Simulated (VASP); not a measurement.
As, 1 atom in the cell. Symmetry: Im-3m, No. 229, cubic system. Conventional cell: a = 3.292 Å, b = 3.292 Å, c = 3.292 Å, α = 90.00°, β = 90.00°, γ = 90.00°. As (site symmetry m-3m) has 14 As at 2.85 to 3.29 Å within 3.8 Å. 

- Program: VASP 6.6.1
- Task: single point
- Functional: LDA
- Potentials or basis: VASP PAW LDA potentials, release 64 (As)
- Cutoff: 520 eV
- k mesh: 15 × 15 × 15
- Occupations: fermi-dirac, width 0.1 eV
- Spin: no spin polarisation
- Dipole correction: no
- Further INCAR settings: ALGO = Normal; EDIFF = 1e-06; NBANDS = 8

Potentials or basis: VASP PAW LDA potentials, release 64 (As).

The run is started by

```bash
$ cat potpaw_LDA.64/As/POTCAR > POTCAR
$ mpirun -np 1 vasp_std > vasp.out
```

Hardware: 1 thread of AMD EPYC 7R43 64-Core Processor (Zen 3) (shared host).

**Question.** How long does it take, and how much memory?

**Answer.** Wall time 20 s on 1 thread of AMD EPYC 7R43 64-Core Processor (Zen 3) (shared host), peak memory 0.1 GiB. Counts: scf iterations 9, k points 120.
